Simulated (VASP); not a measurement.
# V2SiN2 (P-3m1) in VASP: relaxation of cell and atoms with PBE

Aim: the relaxation of cell and atoms of V2SiN2 with PBE.

Everything below comes from runs of VASP 6.6.1. Logs are shortened: lines on timing, memory, paths and dates and some standing lists are left out, and cuts for length are marked.

**1. The cell of the first run**

It takes space group P-3m1 (No. 164, trigonal). The conventional cell has a = 4.032 Å, b = 4.032 Å, c = 2.899 Å, α = 90.00°, β = 90.00°, γ = 120.00°. V (site symmetry 3m) has 1 N at 1.22 Å within 1.6 Å. Si (site symmetry -3m) has 12 V at 2.44 to 3.17 Å and 12 N at 2.51 to 3.05 Å and 2 Si at 2.90 Å within 3.2 Å. N (site symmetry 3m) has 1 V at 1.22 Å within 1.6 Å.

**2. Relaxation of cell and atoms, PBE, collinear spin, antiferromagnetic start**

Input file INCAR:

```
SYSTEM = V2SiN2
PREC = Accurate
ENCUT = 600
EDIFF = 1E-7
ISMEAR = 0
SIGMA = 0.1
LREAL = .FALSE.
LASPH = .TRUE.
NELM = 150
ALGO = Normal
ISIF = 3
LWAVE = .FALSE.
LCHARG = .FALSE.
ISPIN = 2
MAGMOM = 2 -2 0 0 0
LORBIT = 11
LMAXMIX = 4
GGA = PE
IBRION = 2
NSW = 90
EDIFFG = -0.04
```

Input file KPOINTS:

```
regular mesh
0
G
  6 6 6
  0 0 0
```

Input file POSCAR:

```
V2SiN2
1.0
    4.0323842700      0.0000000000      0.0000000000
   -2.0161921300      3.4921472100      0.0000000000
    0.0000000000      0.0000000000      2.8988256700
V Si N
2 1 2
Direct
    0.3333333300      0.6666666700      0.2558904300
    0.6666666700      0.3333333300      0.7441095700
    0.0000000000      0.0000000000      0.0000000000
    0.3333333300      0.6666666700      0.6775180600
    0.6666666700      0.3333333300      0.3224819400
```

Potentials or basis: VASP PAW PBE potentials, release 64 (V_sv, Si, N).

Run with:

```
$ cat potpaw_PBE.64/V_sv/POTCAR potpaw_PBE.64/Si/POTCAR potpaw_PBE.64/N/POTCAR > POTCAR
$ mpirun -np 1 vasp_std > vasp.out
```

OUTCAR:

```text
SYSTEM = V2SiN2
   PREC = Accurate
   ENCUT = 600
   EDIFF = 1E-7
   ISMEAR = 0
   LREAL = .FALSE.
   LASPH = .TRUE.
   NELM = 150
   ISIF = 3
   ISPIN = 2
   LORBIT = 11
   GGA = PE
   IBRION = 2
   NSW = 90
   EDIFFG = -0.04

 ion  position               nearest neighbor table
   1  0.333  0.667  0.256-   4 1.22   4 1.68   5 2.34   5 2.34   5 2.34   3 2.44   3 2.44   3 2.44
                             2 2.72   2 2.72   2 2.72   2 2.76   2 2.76   2 2.76
   2  0.667  0.333  0.744-   5 1.22   5 1.68   4 2.34   4 2.34   4 2.34   3 2.44   3 2.44   3 2.44
                             1 2.72   1 2.72   1 2.72   1 2.76   1 2.76   1 2.76
   3  0.000  0.000  0.000-   1 2.44   2 2.44   1 2.44   2 2.44   2 2.44   1 2.44
   4  0.333  0.667  0.678-   1 1.22   1 1.68   2 2.34   2 2.34   2 2.34
   5  0.667  0.333  0.322-   2 1.22   2 1.68   1 2.34   1 2.34   1 2.34

  LATTYP: Found a hexagonal cell.
 ALAT       =     4.0323842700
 C/A-ratio  =     0.7188862658

  Lattice vectors:

 A1 = (   4.0323842700,   0.0000000000,   0.0000000000)
 A2 = (  -2.0161921300,   3.4921472100,   0.0000000000)
 A3 = (   0.0000000000,   0.0000000000,   2.8988256700)

Analysis of symmetry for initial positions (statically):
=====================================================================
 Subroutine PRICEL returns:
 Original cell was already a primitive cell.

 Routine SETGRP: Setting up the symmetry group for a
 hexagonal supercell.

 Subroutine GETGRP returns: Found 12 space group operations
 (whereof 12 operations were pure point group operations)
 out of a pool of 24 trial point group operations.

The static configuration has the point symmetry D_3d.

Analysis of symmetry for dynamics (positions and initial velocities):
=====================================================================
 Subroutine PRICEL returns:
 Original cell was already a primitive cell.

 Routine SETGRP: Setting up the symmetry group for a
 hexagonal supercell.

 Subroutine GETGRP returns: Found 12 space group operations
 (whereof 12 operations were pure point group operations)
 out of a pool of 24 trial point group operations.

The dynamic configuration has the point symmetry D_3d.

Analysis of structural, dynamic, and magnetic symmetry:
=====================================================================
 Subroutine PRICEL returns:
 Original cell was already a primitive cell.

 Routine SETGRP: Setting up the symmetry group for a
 hexagonal supercell.

 Subroutine GETGRP returns: Found 12 space group operations
 (whereof 12 operations were pure point group operations)
 out of a pool of 24 trial point group operations.

The overall configuration has the point symmetry D_3d.

 Subroutine INISYM returns: Found 12 space group operations
 (whereof 12 operations are pure point group operations),
 and found     1 'primitive' translations

----------------------------------------------------------------------------------------

                                     Primitive cell

  volume of cell :      40.8203

  direct lattice vectors                    reciprocal lattice vectors
     4.032384270  0.000000000  0.000000000     0.247992238  0.143178385  0.000000000
    -2.016192130  3.492147210  0.000000000     0.000000000  0.286356771  0.000000000
     0.000000000  0.000000000  2.898825670     0.000000000  0.000000000  0.344967278

  length of vectors
     4.032384270  4.032384263  2.898825670     0.286356771  0.286356771  0.344967278

  position of ions in fractional coordinates (direct lattice)
     0.333333330  0.666666670  0.255890430
     0.666666670  0.333333330  0.744109570
     0.000000000  0.000000000  0.000000000
     0.333333330  0.666666670  0.677518060
     0.666666670  0.333333330  0.322481940

  ion indices of the primitive-cell ions
   primitive index   ion index
                 1           1
                 2           2
                 3           3
                 4           4
                 5           5

----------------------------------------------------------------------------------------

 KPOINTS: regular mesh

Automatic generation of k-mesh.
 Grid dimensions read from file:
 generate k-points for:    6    6    6

 Generating k-lattice:

  Cartesian coordinates                     Fractional coordinates (reciprocal lattice)
     0.041332040  0.023863064  0.000000000     0.166666667  0.000000000  0.000000000
     0.000000000  0.047726129  0.000000000     0.000000000  0.166666667  0.000000000
     0.000000000  0.000000000  0.057494546     0.000000000  0.000000000  0.166666667

  Length of vectors
     0.047726128  0.047726129  0.057494546

  Shift w.r.t. Gamma in fractional coordinates (k-lattice)
     0.000000000  0.000000000  0.000000000

 Subroutine IBZKPT returns following result:
 ===========================================

 Found     34 irreducible k-points:

 Following reciprocal coordinates:
            Coordinates               Weight
  0.000000  0.000000  0.000000      1.000000
  0.166667  0.000000  0.000000      6.000000
  0.333333  0.000000  0.000000      6.000000
  0.500000  0.000000  0.000000      3.000000
  0.166667  0.166667  0.000000      6.000000
  0.333333  0.166667  0.000000     12.000000
[... 16 lines left out ...]
  0.500000  0.000000  0.333333      6.000000
  0.166667  0.166667  0.333333     12.000000
 [... further k-points ...]
   k-points           NKPTS =     34   k-points in BZ     NKDIM =     34   number of bands    NBANDS=     24
   number of dos      NEDOS =    301   number of ions     NIONS =      5
   total plane-waves  NPLWV =  24576
   dimension x,y,z NGX =    32 NGY =   32 NGZ =   24
   dimension x,y,z NGXF=    64 NGYF=   64 NGZF=   48
   ions per type =               2   1   2
   NGX,Y,Z   is equivalent  to a cutoff of  13.19, 13.19, 13.76 a.u.
   NGXF,Y,Z  is equivalent  to a cutoff of  26.39, 26.39, 27.53 a.u.
 SYSTEM =  V2SiN2
   PREC   = accura    normal or accurate (medium, high low for compatibility)
   ISTART =      0    job   : 0-new  1-cont  2-samecut
   ICHARG =      2    charge: 1-file 2-atom 10-const
   ISPIN  =      2    spin polarized calculation?
   LNONCOLLINEAR =      F non collinear calculations
   LSORBIT =      F    spin-orbit coupling
   LASPH  =      T    aspherical Exc in radial PAW
   ENCUT  =  600.0 eV  44.10 Ry    6.64 a.u.   8.05  8.05  5.79*2*pi/ulx,y,z
   NELM   =    150;   NELMIN=  2; NELMDL= -5     # of ELM steps
   EDIFF  = 0.1E-06   stopping-criterion for ELM
   LREAL  =      F    real-space projection
   EDIFFG = -.4E-01   stopping-criterion for IOM
   NSW    =     90    number of steps for IOM
   IBRION =      2    ionic relax: 0-MD 1-quasi-New 2-CG
   NFREE  =      1    steps in history (QN), initial steepest desc. (CG)
   ISIF   =      3    stress and relaxation
   ISYM   =      2    0-nonsym 1-usesym 2-fastsym
   POTIM  = 0.5000    time-step for ionic-motion
   TEBEG  =    0.0;   TEEND  =   0.0 temperature during run
   PSTRESS=    0.0 pullay stress
   NELECT =      40.0000    total number of electrons
   NUPDOWN=      -1.0000    fix difference up-down
   EMIN   =  10.00;   EMAX   =-10.00  energy-range for DOS
   EFERMI =   0.00;   METHOD = LEGACY
   ISMEAR =     0;   SIGMA  =   0.10  broadening in eV -4-tet -1-fermi 0-gaus
   EFERMI_NEDOS =   21; number of points for ismear=-14 and -15
   IALGO  =     38    algorithm
   IMIX   =      4    mixing-type and parameters
     AMIX     =   0.40;   BMIX     =  1.00
     AMIX_MAG =   1.60;   BMIX_MAG =  1.00
  volume/ion in A,a.u.               =       8.16        55.09
  Fermi-wavevector in a.u.,A,eV,Ry     =   1.626058  3.072804 35.974674  2.644064
  Thomas-Fermi vector in A             =   2.719079
   LORBIT       =     11    0 simple, 1 ext, 2 COOP (PROOUT), +10 PAW based schemes
   GGA     = PE    functional components
   LHFCALC =     F    Hartree Fock is set to
   AEXX    =    0.0000 exact exchange contribution
   IVDW    =     0    specifies the selected vdW correction
   LEPSILON=     F    determine dielectric tensor
   LRPA    =     F    only Hartree local field effects (RPA)
 conjugate gradient relaxation of ions
 spin polarized calculation
 Gauss-broadening in eV      SIGMA  =   0.10
  energy-cutoff  :      600.00
  volume of cell :       40.82
 maximum number of plane-waves:      1380
   NGX = 17   NGY = 17   NGZ = 11

--------------------------------------- Ionic step        1  -------------------------------------------

 number of electron      39.9999995 magnetization      -0.0000000

 number of electron      39.9999995 magnetization       0.0000000

 Free energy of the ion-electron system (eV)
  ---------------------------------------------------
  ext. energy  EPLUGINS =         0.00000000
  ---------------------------------------------------
  free energy    TOTEN  =       -12.92159612 eV

  energy without entropy =      -12.90846490  energy(sigma->0) =      -12.91503051

------------------------ aborting loop because EDIFF is reached ----------------------------------------

  FORCE on cell =-STRESS in cart. coord.  units (eV):
  Direction    XX          YY          ZZ          XY          YZ          ZX
  --------------------------------------------------------------------------------------
  -------------------------------------------------------------------------------------
  Total       19.1408831     19.1408831    180.7731960      0.0000000      0.0000000      0.0000000
  in kB      751.2699205    751.2699181   7095.2559280      0.0000011      0.0000000      0.0000000
  external PRESSURE =    2865.9319222 kB  Pullay stress =       0.0000000 kB
[... 4036 lines left out ...]
     23       3.0822      0.00000
     24       3.5497      0.00000

 [... further k-points ...]

[... ionic steps 4 to 36 ...]

--------------------------------------- Ionic step       37  -------------------------------------------

 number of electron      39.9999973 magnetization       0.0000000

 number of electron      39.9999973 magnetization      -0.0000000

------------------------ aborting loop because EDIFF is reached ----------------------------------------

  FORCE on cell =-STRESS in cart. coord.  units (eV):
  Direction    XX          YY          ZZ          XY          YZ          ZX
  --------------------------------------------------------------------------------------
  -------------------------------------------------------------------------------------
  Total        0.0725026      0.0725026      0.0342725      0.0000000     -0.0000000     -0.0000000
  in kB        2.1140602      2.1140602      0.9993302      0.0000000     -0.0000000     -0.0000000
  external PRESSURE =       1.7424835 kB  Pullay stress =       0.0000000 kB
[... 65 lines left out ...]
  energy  without entropy=      -39.4080881118  energy(sigma->0) =      -39.41821810

--------------------------------------- Ionic step       39  -------------------------------------------

 number of electron      39.9999980 magnetization      -0.0000000

 Free energy of the ion-electron system (eV)
  ---------------------------------------------------
  ext. energy  EPLUGINS =         0.00000000
  ---------------------------------------------------
  free energy    TOTEN  =       -39.42864170 eV

  energy without entropy =      -39.40824849  energy(sigma->0) =      -39.41844509

 E-fermi :   9.4591     XC(G=0): -12.2691

 val. band max:        9.4438062395   @ k =   0.3333   0.0000   0.3333
 cond. band min:       9.4780082082   @ k =   0.0000   0.0000   0.5000
 fundamental gap:      0.0342019687
 Fermi energy:         9.4590869032

 spin component 1

 k-point     1 :       0.0000    0.0000    0.0000
  band No.  band energies     occupation
      1     -55.2943      1.00000
      2     -55.2512      1.00000
      3     -29.4453      1.00000
      4     -29.2829      1.00000
      5     -29.1053      1.00000
      6     -29.1053      1.00000
[... 1218 lines left out ...]
      6     -29.0673      1.00000
[... 15 lines left out ...]
     22      10.3831      0.00000
     23      10.8319      0.00
```

Wall time 37 min (1 thread of Intel Xeon Platinum 8259CL at 2.50GHz (Skylake/Cascade Lake), shared host); peak memory 0.24 GiB.

What came out:

| Item | Value |
| --- | --- |
| Free energy | -39.4286 eV |
| Relaxed volume | 11.01 Å³/atom |
| Relaxed cell | a = 4.052 Å, b = 4.052 Å, c = 3.871 Å, α = 90.00°, β = 90.00°, γ = 120.00° |
| Space group after relaxing (to 0.05 Å) | P-3m1 (No. 164) |
| Energy gained by relaxing | 5301.4 meV/atom |
| Ionic steps | 39 |
| Pressure after relaxing | -0.1 GPa |
| Largest force after relaxing | 0.029 eV/Å |
| Band gap on the k mesh | zero (filled and empty bands overlap) |
| Net moment | 0.00 μB per cell |
| Valence electrons inside the program's atomic spheres | V 11.64; Si 1.69; N 3.62 |

Forces on the atoms (eV/Å):
```
V    0.000  0.000  0.015
V    0.000  0.000 -0.015
Si   0.000  0.000  0.000
N    0.000  0.000  0.029
N    0.000  0.000 -0.029
```

The path:
```
step  energy change (eV)  largest force (eV/Å)  pressure (GPa)  volume (Å³)
   1              0.0000               46.2857          286.59        40.82
   2           1121.8500             2943.9119          786.99       157.22
   3             -3.7397               47.9197          240.03        43.63
   4            -17.2269               16.6221          129.93        46.28
   5            -21.5824                6.9198           83.66        48.20
   6           1149.9717             3223.0631         1636.77        96.06
   7             16.7029                0.6450         -114.57       131.48
   8             13.9861                0.7925         -111.41       129.25
   9             -0.5987               25.7684          -26.57       112.10
  10             -0.4440                2.1617          -82.30       117.21
  11             -2.2294                9.8638          -53.30       114.03
  12            -26.3899                0.6615            5.33        55.59
  13            -26.2441                1.4697           -5.09        57.81
  14            -26.3629                1.1281            0.05        56.58
  15            -26.4260                0.7498           -1.66        57.37
  16            -26.4446                0.3918           -2.89        58.12
  17            -26.4504                0.3063            3.58        56.27
  18            -26.4614                0.0885            0.56        57.08
  19            -26.4639                0.2498           -0.91        57.04
  20            -26.4652                0.1773           -0.39        57.05
  21            -26.4682                0.1504           -0.21        56.83
  22            -26.4741                0.1379            0.20        56.31
  23            -26.4851                0.3746            1.39        55.26
  24            -26.4420                0.8531            6.11        53.18
  25            -26.4864                0.4350            1.79        55.01
  26            -26.4872                0.4362            1.76        54.98
  27            -26.4894                0.4390            1.69        54.90
  28            -26.4924                0.4416            1.59        54.72
  29            -26.4926                0.4428            1.52        54.36
  30            -26.4935                0.4431            1.51        54.53
  31            -26.4958                0.4005            1.20        54.60
  32            -26.5008                0.2767            0.26        54.82
  33            -26.5024                0.1087           -1.54        55.24
  34            -26.5031                0.1230           -0.94        55.09
  35            -26.5049                0.0845           -0.60        55.05
  36            -26.5065                0.0870            0.20        54.94
  37            -26.5065                0.0863            0.17        54.95
  38            -26.5068                0.0684            0.11        54.97
  39            -26.5070                0.0285           -0.09        55.04
```

Final structure:
```
V Si N
1.0
     4.05182    0.00000    0.00000
    -2.02591    3.50898    0.00000
     0.00000    0.00000    3.87147
V Si N
2 1 2
Direct
  0.33333 0.66667 0.24275
  0.66667 0.33333 0.75725
  0.00000 0.00000 0.00000
  0.33333 0.66667 0.73311
  0.66667 0.33333 0.26689
```

Levels at points of the mesh, in eV from the Fermi level:
Spin up:
```csv
k point,band 16,band 17,band 18,band 19,band 20,band 21,band 22,band 23,band 24
"(0.00, 0.00, 0.00)",-3.81,-1.88,-1.27,-1.27,0.04,0.04,0.63,1.48,1.48
"(0.50, 0.00, 0.00)",-2.97,-2.50,-2.24,-0.79,-0.47,-0.30,0.78,0.82,1.04
"(0.00, 0.00, 0.50)",-5.41,-4.47,-2.05,0.02,0.02,0.44,0.44,1.83,1.83
"(0.50, 0.00, 0.50)",-5.11,-2.69,-1.74,-0.90,0.15,0.80,1.50,1.58,1.79
```
Spin down:
```csv
k point,band 17,band 18,band 19,band 20,band 21,band 22,band 23,band 24
"(0.00, 0.00, 0.00)",-1.88,-1.27,-1.27,0.04,0.04,0.63,1.48,1.48
"(0.50, 0.00, 0.00)",-2.50,-2.24,-0.79,-0.47,-0.30,0.78,0.82,1.04
"(0.00, 0.00, 0.50)",-4.47,-2.05,0.02,0.02,0.44,0.44,1.83,1.83
"(0.50, 0.00, 0.50)",-2.69,-1.74,-0.90,0.15,0.80,1.50,1.58,1.79
```

Caveat: the k points lie up to 0.30 Å⁻¹ apart in the final cell; the volume moved by over 15 % at a fixed basis, so the end points are rough.
